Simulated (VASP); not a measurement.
**ZnCd2O3: single point with PBE**

ZnCd2O3:

```xyz
6
Lattice="3.2586 0.0000 0.0000 -1.6293 2.8221 0.0000 0.0000 0.0000 8.0670" Properties=species:S:1:pos:R:3 pbc="T T T"
Zn    0.0000    0.0000    0.0000
Cd    0.0000    1.8814    5.4554
Cd    1.6293    0.9407    2.6116
O     1.6293    0.9407    6.9029
O     0.0000    0.0000    4.0335
O     0.0000    1.8814    1.1640
```

| Quantity | Value |
| --- | --- |
| Program | VASP 6.6.1 |
| Task | single point |
| Functional | PBE |
| Potentials or basis | VASP PAW PBE potentials, release 64 (Zn, Cd_sv_GW, O) |
| Cutoff | 700 eV |
| k mesh | 6 × 6 × 2 |
| Occupations | gaussian, width 0.1 eV |
| Spin | no spin polarisation |

```
Pressure               : 0.1 GPa
Largest force          : 0.018 eV/Å
Band gap on the k mesh : zero (bands 35 and 36 overlap by 0.25 eV)
```

Forces on the atoms (eV/Å):
```
Zn   0.000  0.000  0.000
Cd   0.000  0.000 -0.010
Cd   0.000  0.000  0.010
O    0.000  0.000 -0.018
O    0.000  0.000  0.000
O    0.000  0.000  0.018
```

Levels at points of the mesh, in eV from the Fermi level:
```
           k point  band 31  band 32  band 33  band 34  band 35  band 36  band 37  band 38  band 39  band 40
(0.00, 0.00, 0.00)    -1.27    -0.41    -0.41    -0.37    -0.37    -0.32     3.67     3.78     8.11     9.24
(0.50, 0.00, 0.00)    -2.32    -1.10    -1.00    -0.74    -0.50     3.73     5.17     5.67     7.02     7.21
(0.00, 0.00, 0.50)    -0.96    -0.96    -0.96    -0.12    -0.12     1.58     1.70     4.66     7.23    11.82
(0.50, 0.00, 0.50)    -2.18    -1.90    -1.56    -0.08    -0.07     4.40     4.63     4.75     7.32     7.83
```

It took 48 s on 1 thread of Intel(R) Xeon(R) 6975P-C (Granite Rapids), on a shared host, peak memory 0.27 GiB.

Caveat: the k points lie up to 0.39 Å⁻¹ apart; semilocal functionals underestimate gaps, and a narrow one can read as zero.
